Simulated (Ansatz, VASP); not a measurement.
## Zn: VASP beside Ansatz

The input INCAR:

```
PREC = Accurate
ENCUT = 520
EDIFF = 1E-7
ISMEAR = -1
SIGMA = 0.03
LREAL = F
LASPH = T
NELM = 80
ALGO = Normal
ISIF = 2
LWAVE = F
LCHARG = F
GGA = PS
NBANDS = 19
```

KPOINTS

```
regular mesh
0
Gamma
  18 18 9
```

File POSCAR:

```
Zn
1.0
    2.6316739470      0.0000000000      0.0000000000
   -1.3158369735      2.2790964926      0.0000000000
    0.0000000000      0.0000000000      4.9054345501
Zn
2
Direct
    0.3333333333      0.6666666667      0.2500000000
    0.6666666667      0.3333333333      0.7500000000
```

Input for Ansatz:

```yaml
crystal:
  lattice:
    - [2.631673947, 0.0, 0.0]
    - [-1.3158369735, 2.2790964926, 0.0]
    - [0.0, 0.0, 4.9054345501]
  atoms:
    - { symbol: Zn, position: [0.3333333333, 0.6666666667, 0.25] }
    - { symbol: Zn, position: [0.6666666667, 0.3333333333, 0.75] }
kpoints:
  mp_grid: { grid: [18, 18, 9] }
scf:
  occupations: { method: fermi_dirac, width: 0.03 }
hamiltonian:
  xc: pbesol
  pseudopotentials: { kind: all_electron, lapw: { basis_error: 0.0005 } }
output:
  forces: true
  stress: true
  eigenvalues: true
```

Change from the starting cell: volume scaled by 1.02.

Alike in both runs: task single point; functional PBEsol; k mesh 18 × 18 × 9; occupations fermi-dirac, width 0.03 eV; no spin polarisation.

|  | VASP | Ansatz |
| --- | --- | --- |
| version | VASP 6.6.1 | Ansatz 0.2.0 |
| potentials or method | VASP PAW PBE potentials, release 64 (Zn), cutoff 520 eV | all-electron LAPW, scalar-relativistic |

|  | VASP | Ansatz | Ansatz less VASP |
| --- | --- | --- | --- |
| pressure (GPa) | -2.6 | -3.0 | -0.38 |
| traceless stress, the component that is largest in VASP (GPa) | 1.93 | 2.07 | +0.141 |

VASP's potentials were made for PBE, not for PBEsol. Ansatz ran all-electron here, and VASP with PAW potentials.
